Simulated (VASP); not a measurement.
A run of VASP 6.6.1 is set up as follows.

Contents of INCAR:

```
  PREC = Accurate
  ENCUT = 520
  EDIFF = 1E-7
  ISMEAR = -1
  SIGMA = 0.1
  LREAL = Auto
  LASPH = True
  NELM = 60
  ALGO = Normal
  ISIF = 2
  LWAVE = False
  LCHARG = False
  GGA = PE
  NBANDS = 90
```

File KPOINTS:

```
regular mesh
0
Gamma
  2 2 2
```

File POSCAR:

```
Tl8Br7
1.0
    8.0015780000      0.0000000000      0.0000000000
    0.0000000000      8.0015780000      0.0000000000
    0.0000000000      0.0000000000      8.0015780000
Tl Br
8 7
Direct
    0.0014642112      0.0002114583      0.0014259687
    0.0001938368      0.0002996909      0.5003016905
    0.0220541498      0.5001448464      0.0244363049
    0.0231975493      0.5002905677      0.4800005699
    0.5004419128      0.0002760705      0.0024255216
    0.4992291520      0.0004082945      0.5016199305
    0.4776439097      0.5003460567      0.0232186701
    0.4787953076      0.5005091496      0.4787625641
    0.2504857167      0.2237862332      0.2516732325
    0.2510107381      0.2472474804      0.7517307211
    0.2504693449      0.7767870288      0.2516318656
    0.2503078768      0.7534370095      0.7516094950
    0.7504823424      0.2473549592      0.2513659181
    0.7507030488      0.7534716277      0.2516607349
    0.7504668454      0.5002438269      0.7515866245
```

Potentials or basis: VASP PAW PBE potentials, release 64 (Tl_d, Br).

Command:

```console
$ cat potpaw_PBE.64/Tl_d/POTCAR potpaw_PBE.64/Br/POTCAR > POTCAR
$ mpirun -np 1 vasp_std > vasp.out
```

(1) What does it give for the band gap on the k mesh?

(2) What does it give for the largest force?

(3) Estimate the pressure.

Results:

(1) zero (an odd number of electrons rules out a gap without spin polarisation).

(2) 0.028 eV/Å.

(3) 1.1 GPa.

Caveat: the k points lie up to 0.39 Å⁻¹ apart, too coarse for converged energies and pressures of a metal; spin-orbit coupling is left out, which moves the levels of the heavy elements; an odd number of electrons without spin polarisation forces a metal; a magnetic or distorted state may lie lower.
